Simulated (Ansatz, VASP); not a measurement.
## Mg6F: VASP beside Ansatz

Contents of INCAR:

```
  PREC = Accurate
  ENCUT = 600
  EDIFF = 1E-6
  ISMEAR = 0
  SIGMA = 0.1
  LREAL = F
  LASPH = T
  NELM = 100
  ALGO = Normal
  ISIF = 3
  LWAVE = F
  LCHARG = F
  GGA = PE
  IBRION = 2
  NSW = 90
  EDIFFG = -0.04
```

Contents of KPOINTS:

```
Automatic mesh
0
Gamma
  4 4 4
```

Contents of POSCAR:

```
Mg6F
1.0
    4.8015071000      0.0000000000      0.0000000000
    0.0000000000      4.8015071000      0.0000000000
    0.0000000000      0.0000000000      4.8015071000
Mg F
6 1
Direct
    0.5000000000      0.5000000000      0.2070000000
    0.5000000000      0.5000000000      0.7930000000
    0.2070000000      0.5000000000      0.5000000000
    0.7930000000      0.5000000000      0.5000000000
    0.5000000000      0.2070000000      0.5000000000
    0.5000000000      0.7930000000      0.5000000000
    0.0000000000      0.0000000000      0.0000000000
```

Input for Ansatz:

```yaml
crystal:
  lattice:
    - [4.8015071, 0.0, 0.0]
    - [0.0, 4.8015071, 0.0]
    - [0.0, 0.0, 4.8015071]
  atoms:
    - { symbol: Mg, position: [0.5, 0.5, 0.207] }
    - { symbol: Mg, position: [0.5, 0.5, 0.793] }
    - { symbol: Mg, position: [0.207, 0.5, 0.5] }
    - { symbol: Mg, position: [0.793, 0.5, 0.5] }
    - { symbol: Mg, position: [0.5, 0.207, 0.5] }
    - { symbol: Mg, position: [0.5, 0.793, 0.5] }
    - { symbol: F, position: [0.0, 0.0, 0.0] }
basis:
  ecutwfc: 420
kpoints:
  mp_grid: { grid: [4, 4, 4] }
hamiltonian:
  xc: pbe
scf:
  occupations: { method: gaussian, width: 0.1 }
  lower_state_search: "off"
output:
  forces: true
  stress: true
  eigenvalues: true
relax:
  adjacent_minimum: "off"
  f_tol: 0.04
  max_steps: 70
  cell: { stress_tol: 0.4 }
```

Change from the starting cell: species swapped into the ErB6 type (Pm-3m, No. 221).

Alike in both runs: task relaxation of cell and atoms; functional PBE; k mesh 4 × 4 × 4; occupations gaussian, width 0.1 eV; no spin polarisation.

|  | VASP | Ansatz |
| --- | --- | --- |
| version | VASP 6.6.1 | Ansatz 0.2.0 |
| potentials or method | VASP PAW PBE potentials, release 64 (Mg, F), cutoff 600 eV | scalar-relativistic, plane waves, PAW |
| valence electrons in the cell | 19 | 67 |

Ansatz gave:

* gap on the k mesh at the Fermi level, each at its own relaxed structure (eV): none
* relaxed volume (Å³/atom): 58.00
* relaxed cell length with the largest relative difference (Å): 7.405

Question: Which values does VASP return?

Answer: gap on the k mesh at the Fermi level, each at its own relaxed structure (eV): none; relaxed volume (Å³/atom): 42.38; relaxed cell length with the largest relative difference (Å): 6.669.

A gap of «none» marks a metal or a gap that the smearing closes. One of these differences is far larger than is usual between the two programs; its cause wasn't traced. VASP's potentials hold 19 valence electrons a cell and Ansatz's 67, so a difference there can come from the potentials and not from the codes.

Noted on VASP's run: the volume moved by over 15 % at a fixed basis, so the end points are rough.
